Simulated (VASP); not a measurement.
Sn: single point with PBE

System: Sn, a slab with vacuum.

```
Sn
1.0
     4.70671    0.00000    0.00000
     0.00000    4.70671    0.00000
     0.00000    0.00000   26.64852
Sn
8
Direct
  0.00000 0.50000 0.28144
  0.00000 0.00000 0.34389
  0.50000 0.00000 0.40633
  0.50000 0.50000 0.46878
  0.00000 0.50000 0.53122
  0.00000 0.00000 0.59367
  0.50000 0.00000 0.65611
  0.50000 0.50000 0.71856
```

```json
{
 "Program": "VASP 6.6.1",
 "Task": "single point",
 "Functional": "PBE",
 "Potentials or basis": "VASP PAW PBE potentials, release 64 (Sn_d)",
 "Cutoff": "520 eV",
 "k mesh": "8 × 8 × 1",
 "Occupations": "gaussian, width 0.1 eV",
 "Spin": "no spin polarisation"
}
```

| Item | Value |
| --- | --- |
| Largest force | 0.091 eV/Å |
| Band gap on the k mesh | zero (bands 56 and 57 overlap by 0.70 eV) |

Forces on the atoms (eV/Å):
```
Sn   0.000  0.000 -0.091
Sn   0.000  0.000  0.043
Sn   0.000  0.000  0.048
Sn   0.000  0.000 -0.002
Sn   0.000  0.000  0.002
Sn   0.000  0.000 -0.048
Sn   0.000  0.000 -0.043
Sn   0.000  0.000  0.091
```

Levels at points of the mesh, in eV from the Fermi level:
| k point | band 52 | band 53 | band 54 | band 55 | band 56 | band 57 | band 58 | band 59 | band 60 | band 61 |
| --- | --- | --- | --- | --- | --- | --- | --- | --- | --- | --- |
| (0.00, 0.00, 0.00) | -1.22 | -0.60 | -0.42 | 0.05 | 0.50 | 1.11 | 1.17 | 1.29 | 1.40 | 1.63 |
| (0.50, 0.00, 0.00) | -0.81 | -0.79 | -0.79 | -0.56 | -0.56 | 0.09 | 0.09 | 1.40 | 1.40 | 1.85 |
| (0.00, 0.50, 0.00) | -1.09 | -0.82 | -0.74 | -0.71 | -0.33 | 0.62 | 1.15 | 1.42 | 1.72 | 1.73 |
| (0.50, 0.50, 0.00) | -2.29 | -2.00 | -2.00 | -0.67 | -0.67 | -0.20 | -0.20 | 1.66 | 1.66 | 2.12 |

Run time: 48 min on 1 thread of Oxide Virtual Turin-like Processor, on a shared host, peak memory 0.91 GiB.

Caveat: spin-orbit coupling is left out, which moves the levels of the heavy elements.
